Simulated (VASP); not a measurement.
# Ir (P6_3/mmc) in VASP: notebook

The runs below take Ir through single point, with LDA, PBEsol, PBEsol-based screened hybrid.

All numbers are computed with VASP 6.6.1; they aren't measurements. Logs are shortened: lines on timing, memory, paths and dates and some standing lists are left out, and cuts for length are marked.

### 1 The cell of the first run

Symmetry: P6_3/mmc, No. 194, hexagonal system. The conventional cell has a = 2.770 Å, b = 2.770 Å, c = 4.492 Å, α = 90.00°, β = 90.00°, γ = 120.00°. Within 3.6 Å of Ir (site symmetry -6m2) lie 12 Ir at 2.76 to 2.77 Å.

### 2 Single point, LDA

INCAR reads:

```
PREC = Accurate
ENCUT = 500
EDIFF = 1E-6
ISMEAR = -1
SIGMA = 0.05
LREAL = False
LASPH = True
NELM = 120
ALGO = Normal
ISIF = 2
LWAVE = False
LCHARG = False
GGA = CA
NBANDS = 24
GGA_COMPAT = False
```

KPOINTS reads:

```
Automatic mesh
0
Gamma
  11 11 6
```

POSCAR reads:

```
Ir
1.0
    2.7695994713      0.0000000000      0.0000000000
   -1.3847997356      2.3985435004      0.0000000000
    0.0000000000      0.0000000000      4.4918424506
Ir
2
Direct
    0.3333333333      0.6666666667      0.2500000000
    0.6666666667      0.3333333333      0.7500000000
```

Potentials or basis: VASP PAW LDA potentials, release 64 (Ir_sv_GW).

Started as:

```bash
$ cat potpaw_LDA.64/Ir_sv_GW/POTCAR > POTCAR
$ mpirun -np 1 vasp_std > vasp.out
```

OUTCAR:

```text
PREC = Accurate
   ENCUT = 500
   EDIFF = 1E-6
   ISMEAR = -1
   LREAL = False
   LASPH = True
   NELM = 120
   ISIF = 2
   GGA = CA

 ion  position               nearest neighbor table
   1  0.333  0.667  0.250-   2 2.76   2 2.76   2 2.76   2 2.76   2 2.76   2 2.76
   2  0.667  0.333  0.750-   1 2.76   1 2.76   1 2.76   1 2.76   1 2.76   1 2.76

  LATTYP: Found a hexagonal cell.
 ALAT       =     2.7695994713
 C/A-ratio  =     1.6218382828

  Lattice vectors:

 A1 = (   2.7695994713,   0.0000000000,   0.0000000000)
 A2 = (  -1.3847997356,   2.3985435004,   0.0000000000)
 A3 = (   0.0000000000,   0.0000000000,   4.4918424506)

Analysis of symmetry for initial positions (statically):
=====================================================================
 Subroutine PRICEL returns:
 Original cell was already a primitive cell.

 Routine SETGRP: Setting up the symmetry group for a
 hexagonal supercell.

 Subroutine GETGRP returns: Found 24 space group operations
 (whereof 12 operations were pure point group operations)
 out of a pool of 24 trial point group operations.

The static configuration has the point symmetry D_3d.
 The point group associated with its full space group is D_6h.

Analysis of symmetry for dynamics (positions and initial velocities):
=====================================================================
 Subroutine PRICEL returns:
 Original cell was already a primitive cell.

 Routine SETGRP: Setting up the symmetry group for a
 hexagonal supercell.

 Subroutine GETGRP returns: Found 24 space group operations
 (whereof 12 operations were pure point group operations)
 out of a pool of 24 trial point group operations.

The dynamic configuration has the point symmetry D_3d.
 The point group associated with its full space group is D_6h.

 Subroutine INISYM returns: Found 24 space group operations
 (whereof 12 operations are pure point group operations),
 and found     1 'primitive' translations

----------------------------------------------------------------------------------------

                                     Primitive cell

  volume of cell :      29.8393

  direct lattice vectors                    reciprocal lattice vectors
[... 79 lines left out ...]
   ISTART =      0    job   : 0-new  1-cont  2-samecut
   ICHARG =      2    charge: 1-file 2-atom 10-const
   ISPIN  =      1    spin polarized calculation?
   LNONCOLLINEAR =      F non collinear calculations
   LSORBIT =      F    spin-orbit coupling
   LASPH  =      T    aspherical Exc in radial PAW
   ENCUT  =  500.0 eV  36.75 Ry    6.06 a.u.   5.05  5.05  8.19*2*pi/ulx,y,z
   NELM   =    120;   NELMIN=  2; NELMDL= -5     # of ELM steps
   EDIFF  = 0.1E-05   stopping-criterion for ELM
   LREAL  =      F    real-space projection
   EDIFFG = 0.1E-04   stopping-criterion for IOM
   NSW    =      0    number of steps for IOM
   IBRION =     -1    ionic relax: 0-MD 1-quasi-New 2-CG
   NFREE  =      0    steps in history (QN), initial steepest desc. (CG)
   ISIF   =      2    stress and relaxation
   ISYM   =      2    0-nonsym 1-usesym 2-fastsym
   POTIM  = 0.5000    time-step for ionic-motion
   TEBEG  =    0.0;   TEEND  =   0.0 temperature during run
   PSTRESS=    0.0 pullay stress
   NELECT =      34.0000    total number of electrons
   NUPDOWN=      -1.0000    fix difference up-down
   EMIN   =  10.00;   EMAX   =-10.00  energy-range for DOS
   EFERMI =   0.00;   METHOD = LEGACY
   ISMEAR =    -1;   SIGMA  =   0.05  broadening in eV -4-tet -1-fermi 0-gaus
   EFERMI_NEDOS =   21; number of points for ismear=-14 and -15
   IALGO  =     38    algorithm
   IMIX   =      4    mixing-type and parameters
     AMIX     =   0.40;   BMIX     =  1.00
     AMIX_MAG =   1.60;   BMIX_MAG =  1.00
  volume/ion in A,a.u.               =      14.92       100.68
  Fermi-wavevector in a.u.,A,eV,Ry     =   1.709903  3.231248 39.780277  2.923768
  Thomas-Fermi vector in A             =   2.788301
   LORBIT       =      0    0 simple, 1 ext, 2 COOP (PROOUT), +10 PAW based schemes
   GGA     = CA    functional components
   LHFCALC =     F    Hartree Fock is set to
   AEXX    =    0.0000 exact exchange contribution
   IVDW    =     0    specifies the selected vdW correction
   LEPSILON=     F    determine dielectric tensor
   LRPA    =     F    only Hartree local field effects (RPA)
 non-spin polarized calculation
  energy-cutoff  :      500.00
  volume of cell :       29.84
 maximum number of plane-waves:       772
   NGX = 11   NGY = 11   NGZ = 17

 number of electron      34.0000000 magnetization

 Free energy of the ion-electron system (eV)
  ---------------------------------------------------
  ext. energy  EPLUGINS =         0.00000000
  ---------------------------------------------------
  free energy    TOTEN  =       -21.48345104 eV

  energy without entropy =      -21.45682676  energy(sigma->0) =      -21.47013890

 E-fermi :  11.7334     XC(G=0): -14.4472

 val. band max:       11.7236367013   @ k =   0.3636   0.1818   0.1667
 cond. band min:      11.7410211565   @ k =   0.2727   0.0909   0.3333
 fundamental gap:      0.0173844552
 Fermi energy:        11.7333588649

 k-point     1 :       0.0000    0.0000    0.0000
  band No.  band energies     occupation
      1     -80.7063      2.00000
      2     -80.6532      2.00000
      3     -38.1260      2.00000
      4     -37.5374      2.00000
      5     -37.5374      2.00000
      6     -37.4537      2.00000
[... 637 lines left out ...]
     23      26.5340      0.00000
     24      27.8259      0.00000

 [... further k-points ...]

------------------------ aborting loop because EDIFF is reached ----------------------------------------

  FORCE on cell =-STRESS in cart. coord.  units (eV):
  Direction    XX          YY          ZZ          XY          YZ          ZX
  --------------------------------------------------------------------------------------
  -------------------------------------------------------------------------------------
  Total       -4.6622181     -4.6622181     -4.8071588     -0.0000000      0.0000000      0.0000000
  in kB     -250.3306840   -250.3306840   -258.1130540     -0.0000000      0.0000000      0.0000000
  external PRESSURE =    -252.9248073 kB  Pullay stress =       0.0000000 kB

 VOLUME and BASIS-vectors are now :
 -----------------------------------------------------------------------------
  energy-cutoff  :      500.00
  volume of cell :       29.84
      direct lattice vectors                 reciprocal lattice vectors
     2.769599471  0.000000000  0.000000000     0.361063038  0.208459842  0.000000000
    -1.384799736  2.398543500  0.000000000     0.000000000  0.416919685  0.000000000
     0.000000000  0.000000000  4.491842451     0.000000000  0.000000000  0.222625796

 POSITION                                       TOTAL-FORCE (eV/Angst)
 -----------------------------------------------------------------------------------
     -0.00000      1.59903      1.12296        -0.000000      0.000000      0.000000
      1.38480      0.79951      3.36888         0.000000     -0.000000      0.000000
 -----------------------------------------------------------------------------------
    total drift:                                0.000000     -0.000000      0.000000

  FREE ENERGIE OF THE ION-ELECTRON SYSTEM (eV)
  ---------------------------------------------------
  free  energy   TOTEN  =       -21.4834510357 eV

  energy  without entropy=      -21.4568267626  energy(sigma->0) =      -21.47013890
```

OSZICAR:

```text
N       E                     dE             d eps       ncg     rms          rms(c)
DAV:   1     0.322550447301E+03    0.32255E+03   -0.24589E+04  3384   0.148E+03
DAV:   2    -0.153048206297E+02   -0.33786E+03   -0.32695E+03  3704   0.489E+02
DAV:   3    -0.241069499087E+02   -0.88021E+01   -0.87147E+01  3648   0.770E+01
DAV:   4    -0.241378925644E+02   -0.30943E-01   -0.30934E-01  3496   0.492E+00
DAV:   5    -0.241380199567E+02   -0.12739E-03   -0.12733E-03  3688   0.268E-01    0.963E+01
DAV:   6    -0.216974301626E+02    0.24406E+01   -0.44763E+00  3328   0.157E+01    0.500E+01
DAV:   7    -0.215280016978E+02    0.16943E+00   -0.11141E+00  3736   0.716E+00    0.105E+01
DAV:   8    -0.214843588731E+02    0.43643E-01   -0.17546E-01  3264   0.376E+00    0.952E-01
DAV:   9    -0.214838197310E+02    0.53914E-03   -0.19951E-03  3712   0.372E-01    0.825E-01
DAV:  10    -0.214834518197E+02    0.36791E-03   -0.71430E-04  3320   0.308E-01    0.495E-01
DAV:  11    -0.214834510357E+02    0.78400E-06   -0.64957E-06  3720   0.262E-02
   1 F= -.21483451E+02 E0= -.21470139E+02  d E =-.266243E-01
```

stdout:

```text
POSCAR found type information on POSCAR Ir
 POSCAR found :  1 types and       2 ions
 scaLAPACK will be used
 LDA part: xc-table for (Slater(with rela. corr.)+CA(PZ))
 , standard interpolation
 POSCAR, INCAR and KPOINTS ok, starting setup
 FFT: planning ... GRIDC
 FFT: planning ... GRID_SOFT
 FFT: planning ... GRID
 WAVECAR not read
 entering main loop
```

It took 19 s on 1 thread of AMD EPYC 9R45 (Zen 5), shared host; peak memory 0.13 GiB.

Results:

```
Free energy            : -21.4835 eV
Pressure               : -25.3 GPa
Band gap on the k mesh : zero (band 17 reaches 12.63 eV, above the bottom of band 18 at 9.66 eV)
```

Stress tensor (GPa, compression positive):
```
-25.03   0.00   0.00
  0.00 -25.03   0.00
  0.00   0.00 -25.81
```

Caveat: spin-orbit coupling is left out, which moves the levels of the heavy elements.

### 3 Single point, PBEsol (volume scaled by 0.94)

INCAR reads:

```
SYSTEM = Ir
PREC     = Accurate       ! precision mode
ENCUT    = 520            ! plane-wave cutoff, eV
EDIFF    = 1E-6           ! SCF threshold, eV
ISMEAR   = -1             ! smearing method
SIGMA    = 0.05           ! smearing width, eV
LREAL    = .FALSE.        ! projectors in reciprocal space
LASPH    = .TRUE.         ! aspherical terms in the spheres
NELM     = 60             ! most SCF steps
ALGO     = Normal         ! electronic algorithm
ISIF     = 2              ! what is computed and relaxed
LWAVE    = .FALSE.        ! write WAVECAR
LCHARG   = .FALSE.        ! write CHGCAR
GGA      = PS             ! functional
NBANDS   = 16             ! bands
```

KPOINTS reads:

```
Automatic mesh
0
G
  11 11 6
  0 0 0
```

POSCAR reads:

```
Ir
1.0
    2.6952115654      0.0000000000      0.0000000000
   -1.3476057827      2.3341216842      0.0000000000
    0.0000000000      0.0000000000      4.3711972971
Ir
2
Direct
    0.3333333333      0.6666666667      0.2500000000
    0.6666666667      0.3333333333      0.7500000000
```

Potentials or basis: VASP PAW PBE potentials, release 64 (Ir).

Started as:

```bash
$ cat potpaw_PBE.64/Ir/POTCAR > POTCAR
$ mpirun -np 1 vasp_std > vasp.out
```

Wall time 13 s (1 thread of AMD EPYC 9R45 (Zen 5), shared host); peak memory 0.13 GiB.

The run converged. Its results:

```yaml
Free_energy: -19.4390 eV
Pressure: 12.1 GPa
Band_gap_on_the_k_mesh: zero (band 9 reaches 11.91 eV, above the bottom of band 10 at 8.48 eV)
```

Stress tensor (GPa, compression positive):
```
12.03  0.00  0.00
 0.00 12.03  0.00
 0.00  0.00 12.18
```

Levels at points of the mesh, in eV from the Fermi level:
| k point | band 5 | band 6 | band 7 | band 8 | band 9 | band 10 | band 11 | band 12 | band 13 | band 14 |
| --- | --- | --- | --- | --- | --- | --- | --- | --- | --- | --- |
| (0.00, 0.00, 0.00) | -4.03 | -3.33 | -3.33 | -2.49 | -2.49 | -0.95 | 0.30 | 0.30 | 7.34 | 14.19 |
| (0.00, 0.00, 0.50) | -4.16 | -4.16 | -4.16 | -4.16 | -0.48 | -0.48 | -0.48 | -0.48 | 13.64 | 13.64 |

Caveat: the cell differs from its parent crystal (volume scaled by 0.94); the PAW data sets were made with another functional, which shifts forces and pressure a little; spin-orbit coupling is left out, which moves the levels of the heavy elements.

### 4 Single point, PBEsol (volume scaled by 0.98)

INCAR reads:

```
SYSTEM = Ir
  PREC = Accurate
  ENCUT = 520
  EDIFF = 1E-6
  ISMEAR = -1
  SIGMA = 0.05
  LREAL = .FALSE.
  LASPH = .TRUE.
  NELM = 100
  ALGO = Fast
  ISIF = 2
  LWAVE = .FALSE.
  LCHARG = .FALSE.
  GGA = PS
  NBANDS = 16
```

KPOINTS is that of step 3.

POSCAR reads:

```
Ir
1.0
    2.7329117147      0.0000000000      0.0000000000
   -1.3664558574      2.3667709712      0.0000000000
    0.0000000000      0.0000000000      4.4323408426
Ir
2
Direct
    0.3333333333      0.6666666667      0.2500000000
    0.6666666667      0.3333333333      0.7500000000
```

Started as:

```bash
$ cat potpaw_PBE.64/Ir/POTCAR > POTCAR
$ mpirun -np 1 vasp_std > vasp.out
```

Wall time 22 s (1 thread of AMD EPYC 9R45 (Zen 5), shared host); peak memory 0.12 GiB.

The run converged. Its results:

| Quantity | Value |
| --- | --- |
| Free energy | -19.4639 eV |
| Pressure | -4.7 GPa |
| Band gap on the k mesh | zero (band 9 reaches 11.09 eV, above the bottom of band 10 at 7.89 eV) |

Stress tensor (GPa, compression positive):
```
-4.62  0.00  0.00
 0.00 -4.62  0.00
 0.00  0.00 -4.92
```

Levels at points of the mesh, in eV from the Fermi level:
```
           k point  band 5  band 6  band 7  band 8  band 9  band 10  band 11  band 12  band 13  band 14
(0.00, 0.00, 0.00)   -3.77   -3.12   -3.12   -2.33   -2.33    -0.83     0.28     0.28     6.94    14.27
(0.00, 0.00, 0.50)   -3.89   -3.89   -3.89   -3.89   -0.45    -0.45    -0.45    -0.45    13.60    13.60
```

Caveat: the cell differs from its parent crystal (volume scaled by 0.98); the PAW data sets were made with another functional, which shifts forces and pressure a little; spin-orbit coupling is left out, which moves the levels of the heavy elements.

### 5 Single point, PBEsol (volume scaled by 1.04)

INCAR reads:

```
ALGO = Normal
EDIFF = 1E-6
ENCUT = 520
GGA = PS
ISIF = 2
ISMEAR = -1
LASPH = T
LCHARG = F
LREAL = F
LWAVE = F
NBANDS = 16
NELM = 80
PREC = Accurate
SIGMA = 0.05
```

KPOINTS reads:

```
k-points
0
Gamma
  11 11 6
```

POSCAR reads:

```
Ir
1.0
    2.7875843874      0.0000000000      0.0000000000
   -1.3937921937      2.4141188946      0.0000000000
    0.0000000000      0.0000000000      4.5210110761
Ir
2
Direct
    0.3333333333      0.6666666667      0.2500000000
    0.6666666667      0.3333333333      0.7500000000
```

Started as:

```bash
$ cat potpaw_PBE.64/Ir/POTCAR > POTCAR
$ mpirun -np 1 vasp_std > vasp.out
```

Run time: 17 s. Hardware: 1 thread of AMD EPYC 9R45 (Zen 5), shared host; peak memory 0.14 GiB.

It converged, with:

```yaml
Free_energy: -19.3061 eV
Pressure: -23.0 GPa
Band_gap_on_the_k_mesh: zero (band 9 reaches 9.97 eV, above the bottom of band 10 at 7.09 eV)
```

Stress tensor (GPa, compression positive):
```
-22.78   0.00   0.00
  0.00 -22.78   0.00
  0.00   0.00 -23.54
```

Levels at points of the mesh, in eV from the Fermi level:
```
           k point  band 7  band 8  band 9  band 10  band 11  band 12
(0.00, 0.00, 0.00)   -2.84   -2.12   -2.12    -0.66     0.26     0.26
(0.00, 0.00, 0.50)   -3.54   -3.54   -0.42    -0.42    -0.42    -0.42
```

Caveat: the cell differs from its parent crystal (volume scaled by 1.04); the PAW data sets were made with another functional, which shifts forces and pressure a little; spin-orbit coupling is left out, which moves the levels of the heavy elements.

### 6 Single point, PBEsol-based screened hybrid

This run uses another cell than the first one, of 13.79 Å³/atom, 0.924 times its volume.

POSCAR reads:

```
Ir
1.0
    2.7224594954      0.0000000000      0.0000000000
   -1.3612297477      2.3577190838      0.0000000000
    0.0000000000      0.0000000000      4.2975046042
Ir
2
Direct
    0.3333333333      0.6666666667      0.2500000000
    0.6666666667      0.3333333333      0.7500000000
```

INCAR.step1 reads:

```
SYSTEM = Ir
PREC     = Accurate       ! precision mode
ENCUT    = 520            ! plane-wave cutoff, eV
EDIFF    = 1E-5           ! SCF threshold, eV
ISMEAR   = -1             ! smearing method
SIGMA    = 0.05           ! smearing width, eV
LREAL    = .False.        ! projectors in reciprocal space
LASPH    = .True.         ! aspherical terms in the spheres
NELM     = 100            ! most SCF steps
ALGO     = Normal         ! electronic algorithm
ISIF     = 2              ! what is computed and relaxed
LWAVE    = .True.         ! write WAVECAR
LCHARG   = .False.        ! write CHGCAR
NBANDS   = 16             ! bands
GGA      = PE             ! functional
```

INCAR.step2 reads:

```
SYSTEM = Ir
PREC     = Accurate       ! precision mode
ENCUT    = 520            ! plane-wave cutoff, eV
EDIFF    = 1E-6           ! SCF threshold, eV
ISMEAR   = -1             ! smearing method
SIGMA    = 0.05           ! smearing width, eV
LREAL    = .False.        ! projectors in reciprocal space
LASPH    = .True.         ! aspherical terms in the spheres
NELM     = 100            ! most SCF steps
ALGO     = Normal         ! electronic algorithm
ISIF     = 2              ! what is computed and relaxed
LWAVE    = .False.        ! write WAVECAR
LCHARG   = .False.        ! write CHGCAR
GGA      = PS             ! functional
LHFCALC  = .True.         ! exact exchange
AEXX     = 0.25           ! exact-exchange fraction
HFSCREEN = 0.207          ! screening, 1/A
PRECFOCK = Normal       
NBANDS   = 16             ! bands
ISTART   = 1
```

KPOINTS reads:

```
regular mesh
0
Gamma
  6 6 3
  0 0 0
```

Potentials or basis: VASP PAW PBE potentials, release 64 (Ir).

Started as:

```bash
$ cat potpaw_PBE.64/Ir/POTCAR > POTCAR
$ cp INCAR.step1 INCAR
$ mpirun -np 1 vasp_std > vasp.out
$ cp INCAR.step2 INCAR
$ mpirun -np 1 vasp_std > vasp.out
```

Wall time 10 min (1 thread of AMD EPYC 9R45 (Zen 5), shared host); peak memory 0.23 GiB.

Results (log left out):

```yaml
Free_energy: -21.4636 eV
Pressure: 3.2 GPa
Band_gap_on_the_k_mesh: zero (band 9 reaches 11.71 eV, above the bottom of band 10 at 7.56 eV)
```

Stress tensor (GPa, compression positive):
```
3.11 0.00 0.00
0.00 3.11 0.00
0.00 0.00 3.35
```

Levels at points of the mesh, in eV from the Fermi level:
| k point | band 6 | band 7 | band 8 | band 9 | band 10 | band 11 | band 12 | band 13 | band 14 | band 15 |
| --- | --- | --- | --- | --- | --- | --- | --- | --- | --- | --- |
| (0.00, 0.00, 0.00) | -3.77 | -3.77 | -3.17 | -3.17 | -0.64 | 0.65 | 0.65 | 8.92 | 15.37 | 18.22 |
| (0.50, 0.00, 0.00) | -3.97 | -3.34 | 0.79 | 1.34 | 1.53 | 3.55 | 5.23 | 9.67 | 12.02 | 12.43 |

Caveat: the k points lie up to 0.49 Å⁻¹ apart; the PAW data sets were made with another functional, which shifts forces and pressure a little; spin-orbit coupling is left out, which moves the levels of the heavy elements.

### 7 The runs side by side

```csv
level,potentials or basis,cell,k mesh,cutoff (eV),second run,grid for exact exchange (PRECFOCK),share of exact exchange,screening parameter,gap on the mesh (eV),pressure (GPa)
LDA,"VASP PAW LDA potentials, release 64 (Ir_sv_GW)","a = 2.770, b = 2.770, c = 4.492 Å, angles 90.0, 90.0, 120.0°, 2 atoms",11 × 11 × 6,500,valence_matched,-,-,-,none,-25.3
PBEsol,"VASP PAW PBE potentials, release 64 (Ir)","a = 2.695, b = 2.695, c = 4.371 Å, angles 90.0, 90.0, 120.0°, 2 atoms",11 × 11 × 6,520,-,-,-,-,none,12.1
PBEsol,"VASP PAW PBE potentials, release 64 (Ir)","a = 2.733, b = 2.733, c = 4.432 Å, angles 90.0, 90.0, 120.0°, 2 atoms",11 × 11 × 6,520,-,-,-,-,none,-4.7
PBEsol,"VASP PAW PBE potentials, release 64 (Ir)","a = 2.788, b = 2.788, c = 4.521 Å, angles 90.0, 90.0, 120.0°, 2 atoms",11 × 11 × 6,520,-,-,-,-,none,-23.0
PBEsol-based screened hybrid,"VASP PAW PBE potentials, release 64 (Ir)","a = 2.722, b = 2.722, c = 4.298 Å, angles 90.0, 90.0, 120.0°, 2 atoms",6 × 6 × 3,520,-,Normal,0.25,0.207 1/Å,none,3.2
```

Alike in all rows: task single point; no spin polarisation; smearing fermi-dirac 0.05 eV.

Caveats: some runs use coarse meshes; spin-orbit coupling is left out, which moves the levels of the heavy elements; the PAW data sets were made with another functional, which shifts forces and pressure a little (some runs).

Total energies depend on the potentials used, so only differences within one code and one set of settings carry meaning.
